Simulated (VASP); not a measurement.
# SnGeTe3: single point with PBE

Crystal: SnGeTe3.

```
CELL_PARAMETERS angstrom
6.46853 0.00000 0.00000
-3.23426 5.60191 0.00000
0.00000 0.00000 5.34055
ATOMIC_POSITIONS crystal
Sn 0.00000 0.00000 0.00000
Ge 0.00000 0.00000 0.50000
Te 0.50000 0.00000 0.00000
Te 0.00000 0.50000 0.00000
Te 0.50000 0.50000 0.00000
```

The cell was generated, and may not be a known phase.

```
Program             : VASP 6.6.1
Task                : single point
Functional          : PBE
Potentials or basis : VASP PAW PBE potentials, release 64 (Sn_d, Ge_d, Te)
Cutoff              : 520 eV
k mesh              : 6 × 6 × 2
Occupations         : gaussian, width 0.1 eV
Spin                : no spin polarisation
```

```json
{
 "Pressure": "-0.1 GPa",
 "Band gap on the k mesh": "zero (bands 23 and 24 overlap by 0.75 eV)"
}
```

Stress tensor (GPa, compression positive):
```
-0.21  0.00  0.00
 0.00 -0.21  0.00
 0.00  0.00  0.04
```

Levels at points of the mesh, in eV from the Fermi level:
```csv
k point,band 19,band 20,band 21,band 22,band 23,band 24,band 25,band 26,band 27,band 28
"(0.00, 0.00, 0.00)",-3.97,-1.52,-0.17,-0.17,0.32,0.32,1.33,2.46,2.46,3.73
"(0.50, 0.00, 0.00)",-1.84,-1.60,-1.43,-0.94,-0.84,-0.42,-0.28,0.48,1.87,2.52
"(0.00, 0.00, 0.50)",-2.65,-0.59,-0.59,-0.37,-0.37,1.36,2.18,2.18,2.57,3.18
"(0.50, 0.00, 0.50)",-1.55,-1.55,-1.32,-1.31,-0.85,0.47,0.75,0.86,2.55,3.00
```

It took 76 s on 1 thread of AMD EPYC 7R43 64-Core Processor (Zen 3) (shared host), peak memory 0.3 GiB.

Caveat: the k points lie up to 0.59 Å⁻¹ apart, too coarse for converged energies and pressures of a metal; spin-orbit coupling is left out, which moves the levels of the heavy elements.
